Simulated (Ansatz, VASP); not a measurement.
Two plane-wave programs on Li2O

The input INCAR:

```
ALGO = Normal
EDIFF = 1E-7
EDIFFG = -0.002
ENCUT = 750
GGA = PS
GGA_COMPAT = F
IBRION = 2
ISIF = 3
ISMEAR = 0
LASPH = T
LCHARG = F
LREAL = F
LWAVE = F
NELM = 120
NELMIN = 4
NSW = 100
PREC = Accurate
SIGMA = 0.02
```

KPOINTS

```
k-points
0
Gamma
  8 8 8
```

The input POSCAR:

```
Li2O
1.0
    0.0000000000      2.3135000000      2.3135000000
    2.3135000000      0.0000000000      2.3135000000
    2.3135000000      2.3135000000      0.0000000000
Li O
2 1
Direct
    0.2500000000      0.2500000000      0.2500000000
    0.7500000000      0.7500000000      0.7500000000
    0.0000000000      0.0000000000      0.0000000000
```

Input for Ansatz:

```yaml
crystal:
  lattice:
    - [0.0, 2.3135, 2.3135]
    - [2.3135, 0.0, 2.3135]
    - [2.3135, 2.3135, 0.0]
  atoms:
    - { symbol: Li, position: [0.25, 0.25, 0.25] }
    - { symbol: Li, position: [0.75, 0.75, 0.75] }
    - { symbol: O, position: [0.0, 0.0, 0.0] }
basis:
  ecutwfc: 420
kpoints:
  mp_grid: { grid: [8, 8, 8] }
hamiltonian:
  xc: pbesol
  pseudopotentials: { kind: paw, azcp: { folder: soft_1 } }
scf:
  occupations: { method: gaussian, width: 0.02 }
output:
  forces: true
  stress: true
  eigenvalues: true
relax:
  adjacent_minimum: "off"
  f_tol: 0.002
  max_steps: 80
  cell: { stress_tol: 0.02 }
```

Alike in both runs: task relaxation of cell and atoms; functional PBEsol; k mesh 8 × 8 × 8; occupations gaussian, width 0.02 eV; no spin polarisation.

|  | VASP | Ansatz |
| --- | --- | --- |
| version | VASP 6.6.1 | Ansatz 0.2.0 |
| potentials or method | VASP PAW PBE potentials, release 64 (Li_sv, O), cutoff 750 eV | scalar-relativistic, plane waves, PAW |
| valence electrons in the cell | 12 | 12 |

|  | VASP | Ansatz | Ansatz less VASP |
| --- | --- | --- | --- |
| gap on the k mesh at the Fermi level, each at its own relaxed structure (eV) | 4.87 | 4.88 | +0.012 |
| relaxed volume (Å³/atom) | 8.02 | 8.00 | -0.019 |
| relaxed length of the cell vector where the two differ most in proportion (Å) | 3.240 | 3.237 | -0.0026 |

VASP's potentials were made for PBE, not for PBEsol, and Ansatz warns of the same on its side.
